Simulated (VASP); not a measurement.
# TaPb in VASP: notebook, part 2 of 2

VASP 6.6.1. The steps go on from the part before.

## (4) Relaxation of cell and atoms, PBE

Input file INCAR:

```
SYSTEM = TaPb
PREC = Accurate
ENCUT = 600
EDIFF = 1E-6
ISMEAR = 0
SIGMA = 0.1
LREAL = .FALSE.
LASPH = .TRUE.
NELM = 100
ALGO = Fast
ISIF = 3
LWAVE = .FALSE.
LCHARG = .FALSE.
GGA = PE
IBRION = 2
NSW = 100
EDIFFG = -0.01
```

Input file KPOINTS:

```
Automatic mesh
0
G
  16 16 16
  0 0 0
```

Input file POSCAR:

```
TaPb
1.0
    3.4843375243      0.0000000000      0.0000000000
    0.0000000000      3.4843375243      0.0000000000
    0.0000000000      0.0000000000      3.4843375243
Ta Pb
1 1
Direct
    0.0000000000      0.0000000000      0.0000000000
    0.5000000000      0.5000000000      0.5000000000
```

Potentials or basis: VASP PAW PBE potentials, release 64 (Ta_pv, Pb_d).

Launch:

```
$ cat potpaw_PBE.64/Ta_pv/POTCAR potpaw_PBE.64/Pb_d/POTCAR > POTCAR
$ mpirun -np 1 vasp_std > vasp.out
```

OUTCAR:

```text
SYSTEM = TaPb
   PREC = Accurate
   ENCUT = 600
   EDIFF = 1E-6
   ISMEAR = 0
   LREAL = .FALSE.
   LASPH = .TRUE.
   NELM = 100
   ISIF = 3
   GGA = PE
   IBRION = 2
   NSW = 100
   EDIFFG = -0.01

 ion  position               nearest neighbor table
   1  0.000  0.000  0.000-   2 3.02   2 3.02   2 3.02   2 3.02   2 3.02   2 3.02   2 3.02   2 3.02

   2  0.500  0.500  0.500-   1 3.02   1 3.02   1 3.02   1 3.02   1 3.02   1 3.02   1 3.02   1 3.02

  LATTYP: Found a simple cubic cell.
 ALAT       =     3.4843375243

  Lattice vectors:

 A1 = (   3.4843375243,   0.0000000000,   0.0000000000)
 A2 = (   0.0000000000,   3.4843375243,   0.0000000000)
 A3 = (   0.0000000000,   0.0000000000,   3.4843375243)

Analysis of symmetry for initial positions (statically):
=====================================================================
 Subroutine PRICEL returns:
 Original cell was already a primitive cell.

 Routine SETGRP: Setting up the symmetry group for a
 simple cubic supercell.

 Subroutine GETGRP returns: Found 48 space group operations
 (whereof 48 operations were pure point group operations)
 out of a pool of 48 trial point group operations.

The static configuration has the point symmetry O_h .

Analysis of symmetry for dynamics (positions and initial velocities):
=====================================================================
 Subroutine PRICEL returns:
 Original cell was already a primitive cell.

 Routine SETGRP: Setting up the symmetry group for a
 simple cubic supercell.

 Subroutine GETGRP returns: Found 48 space group operations
 (whereof 48 operations were pure point group operations)
 out of a pool of 48 trial point group operations.

The dynamic configuration has the point symmetry O_h .

 Subroutine INISYM returns: Found 48 space group operations
 (whereof 48 operations are pure point group operations),
 and found     1 'primitive' translations

[... 125 lines left out ...]
 conjugate gradient relaxation of ions
 non-spin polarized calculation
 RMM-DIIS sequential band-by-band and
 Gauss-broadening in eV      SIGMA  =   0.10
  energy-cutoff  :      600.00
  volume of cell :       42.30
 maximum number of plane-waves:      1432
 NGX is ok and might be reduce to    28
   NGX = 13   NGY = 13   NGZ = 13

--------------------------------------- Ionic step        1  -------------------------------------------

 number of electron      24.9999998 magnetization

 Free energy of the ion-electron system (eV)
  ---------------------------------------------------
  ext. energy  EPLUGINS =         0.00000000
  ---------------------------------------------------
  free energy    TOTEN  =       -13.81124958 eV

  energy without entropy =      -13.80315743  energy(sigma->0) =      -13.80720350

------------------------ aborting loop because EDIFF is reached ----------------------------------------

  FORCE on cell =-STRESS in cart. coord.  units (eV):
  Direction    XX          YY          ZZ          XY          YZ          ZX
  --------------------------------------------------------------------------------------
  -------------------------------------------------------------------------------------
  Total        0.1437689      0.1437689      0.1437689      0.0000000      0.0000000      0.0000000
  in kB        5.4452142      5.4452142      5.4452142      0.0000000      0.0000000      0.0000000
  external PRESSURE =       5.4452142 kB  Pullay stress =       0.0000000 kB
[... 59 lines left out ...]
--------------------------------------- Ionic step        3  -------------------------------------------

 number of electron      24.9999999 magnetization

 Free energy of the ion-electron system (eV)
  ---------------------------------------------------
  ext. energy  EPLUGINS =         0.00000000
  ---------------------------------------------------
  free energy    TOTEN  =       -13.81155277 eV

  energy without entropy =      -13.80334297  energy(sigma->0) =      -13.80744787

 E-fermi :   8.1373     XC(G=0): -11.9153

 val. band max:        8.1189301791   @ k =   0.3125   0.2500   0.0000
 cond. band min:       8.1498038066   @ k =   0.2500   0.1875   0.0000
 fundamental gap:      0.0308736275
 Fermi energy:         8.1373484292

 k-point     1 :       0.0000    0.0000    0.0000
  band No.  band energies     occupation
      1     -26.5716      2.00000
      2     -26.5716      2.00000
      3     -26.5716      2.00000
      4      -8.6921      2.00000
      5      -8.6921      2.00000
      6      -8.4268      2.00000
[... 433 lines left out ...]
      3     -26.5618      2.00000
      4      -8.6302      2.00000
      5      -8.5223      2.00000
      6      -8.4989      2.00000
[... 8 lines left out ...]
     15      11.1970      0.00000
     16      14.0200      0.00000

 [... further k-points ...]

------------------------ aborting loop because EDIFF is reached ----------------------------------------

  FORCE on cell =-STRESS in cart. coord.  units (eV):
  Direction    XX          YY          ZZ          XY          YZ          ZX
  --------------------------------------------------------------------------------------
  -------------------------------------------------------------------------------------
  Total        0.0080237      0.0080237      0.0080237      0.0000000     -0.0000000      0.0000000
  in kB        0.3025763      0.3025763      0.3025763      0.0000000     -0.0000000      0.0000000
  external PRESSURE =       0.3025763 kB  Pullay stress =       0.0000000 kB
[... 17 lines left out ...]
  FREE ENERGIE OF THE ION-ELECTRON SYSTEM (eV)
  ---------------------------------------------------
  free  energy   TOTEN  =       -13.8115527692 eV

  energy  without entropy=      -13.8033429748  energy(sigma->0) =      -13.80744787

 reached required accuracy - stopping structural energy minimisation
```

Wall time 2.8 min (1 thread of AMD EPYC 9R45 (Zen 5), shared host); peak memory 0.25 GiB.

Results:

```yaml
Free_energy: -13.8116 eV
Relaxed_volume: 21.24 Å³/atom
Relaxed_cell: a = 3.489 Å, b = 3.489 Å, c = 3.489 Å, α = 90.00°, β = 90.00°, γ = 90.00°
Space_group_after_relaxing_to_0.1_Å: Pm-3m (No. 221)
Energy_gained_by_relaxing: 0.2 meV/atom
Ionic_steps: 3
Pressure_after_relaxing: 0.0 GPa
Band_gap_on_the_k_mesh: zero (an odd number of electrons rules out a gap without spin polarisation)
```

Step by step:
| step | energy change (eV) | largest force (eV/Å) | pressure (GPa) | volume (Å³) |
| --- | --- | --- | --- | --- |
| 1 | 0.0000 | 0.0000 | 0.54 | 42.30 |
| 2 | 0.0003 | 0.0000 | -0.72 | 42.74 |
| 3 | -0.0003 | 0.0000 | 0.03 | 42.49 |

Final structure:
```
Ta Pb
1.0
     3.48939    0.00000    0.00000
     0.00000    3.48939    0.00000
     0.00000    0.00000    3.48939
Ta Pb
1 1
Direct
  0.00000 0.00000 0.00000
  0.50000 0.50000 0.50000
```

Caveat: spin-orbit coupling is left out, which moves the levels of the heavy elements.

## (5) Overview

| task | cell | k mesh | cutoff (eV) | gap on the mesh (eV) | pressure (GPa) |
| --- | --- | --- | --- | --- | --- |
| single point | a = 3.484 Å, 2 atoms | 6 × 6 × 6 | 520 | none | 0.0 |
| single point | a = 3.489 Å, 2 atoms | 16 × 16 × 16 | 520 | none | 0.0 |
| relaxation of cell and atoms | relaxed from a = 3.484 Å, 2 atoms | 16 × 16 × 16 | 600 | none | 0.0 |

Alike in all rows: level PBE; potentials or basis VASP PAW PBE potentials, release 64 (Ta_pv, Pb_d); no spin polarisation; smearing gaussian 0.1 eV.

Caveats: spin-orbit coupling is left out, which moves the levels of the heavy elements.

Total energies depend on the potentials used, so only differences within one code and one set of settings carry meaning.
